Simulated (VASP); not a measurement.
Runs of VASP 6.6.1 on PbS. The typed cell holds 4 atoms: a = 5.956 Å, b = 4.198 Å, c = 4.198 Å, α = 90.00°, β = 90.00°, γ = 90.00°. 

| level | potentials or basis | k mesh | gap on the mesh (eV) | pressure (GPa) |
| --- | --- | --- | --- | --- |
| r2SCAN | VASP PAW PBE potentials, release 64 (Pb_d, S) | 2 × 4 × 4 | 0.63 | (c) |
| PBE | VASP PAW PBE potentials, release 64 (Pb_d, S) | 2 × 4 × 4 | 0.36 | (b) |
| PBE | VASP PAW PBE potentials, release 64 (Pb_d, S) | 4 × 4 × 4 | 0.38 | 1.9 |
| LDA | VASP PAW LDA potentials, release 64 (Pb_d, S) | 2 × 4 × 4 | 0.20 | (a) |

Alike in all rows: task single point; no spin polarisation; cell as given; cutoff (eV) 520; smearing gaussian 0.01 eV.

Question: Estimate the missing entries.

Answer: (a) -1.8; (b) 2.9; (c) 2.0.

Caveats: some runs use coarse meshes; spin-orbit coupling is left out, which moves the levels of the heavy elements; the PAW data sets were made with another functional, which shifts forces and pressure a little (some runs).

A k mesh can miss the band edges, and the runs leave out spin-orbit coupling on Pb.
